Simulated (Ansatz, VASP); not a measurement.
Al2Au in VASP and in Ansatz

File INCAR:

```
SYSTEM = Al2Au
  ALGO = Normal
  EDIFF = 1E-6
  ENCUT = 500
  GGA = CA
  GGA_COMPAT = .FALSE.
  ISIF = 2
  ISMEAR = -1
  LASPH = .TRUE.
  LCHARG = .FALSE.
  LREAL = .FALSE.
  LWAVE = .FALSE.
  NBANDS = 16
  NELM = 120
  PREC = Accurate
  SIGMA = 0.0272
```

The input KPOINTS:

```
k-points
0
G
  8 8 8
  0 0 0
```

File POSCAR:

```
Al2Au
1.0
    0.0000000000      3.0000000000      3.0000000000
    3.0000000000      0.0000000000      3.0000000000
    3.0000000000      3.0000000000      0.0000000000
Al Au
2 1
Direct
    0.2500000000      0.2500000000      0.2500000000
    0.7500000000      0.7500000000      0.7500000000
    0.0000000000      0.0000000000      0.0000000000
```

Input for Ansatz:

```yaml
crystal:
  lattice:
    - [0.0, 3.0, 3.0]
    - [3.0, 0.0, 3.0]
    - [3.0, 3.0, 0.0]
  atoms:
    - { symbol: Al, position: [0.25, 0.25, 0.25] }
    - { symbol: Al, position: [0.75, 0.75, 0.75] }
    - { symbol: Au, position: [0.0, 0.0, 0.0] }
kpoints:
  mp_grid: { grid: [8, 8, 8] }
scf:
  occupations: { method: fermi_dirac, width: 0.0272 }
hamiltonian:
  xc: lda
  pseudopotentials: { kind: all_electron, lapw: { basis_error: 0.001 } }
output:
  forces: true
  stress: true
  eigenvalues: true
  eigenstates:
    nscf_kmesh: { grid: [12, 12, 12] }
    de_dk: true
    e_range: [-14, 14]
  optics:
    e_range: [0, 20]
    de: 0.2
    sigma: 0.15
    bands: { spectra_wanted_up_to: 20 }
    nscf_kmesh: { grid: [12, 12, 12] }
    drude_damping: 0.109
checkpoint:
  write: ck
  write_wavefunctions: false
```

Alike in both runs: task single point; functional LDA; k mesh 8 × 8 × 8; occupations fermi-dirac, width 0.0272 eV; no spin polarisation.

```csv
,VASP,Ansatz
version,VASP 6.6.1,Ansatz 0.2.0
potentials or method,"VASP PAW LDA potentials, release 64 (Al, Au), cutoff 500 eV","all-electron LAPW, scalar-relativistic"
```

VASP gave:

```
pressure (GPa) : -2.5
```

Problem. What did Ansatz give for the same quantities?

Solution. Pressure (GPa): -2.7.

LDA's correlation is that of Perdew and Zunger in VASP and of Perdew and Wang (1992) in Ansatz. Ansatz ran all-electron here, and VASP with PAW potentials. Ansatz's warnings: optics on partly filled bands.

Spin-orbit coupling is off throughout.
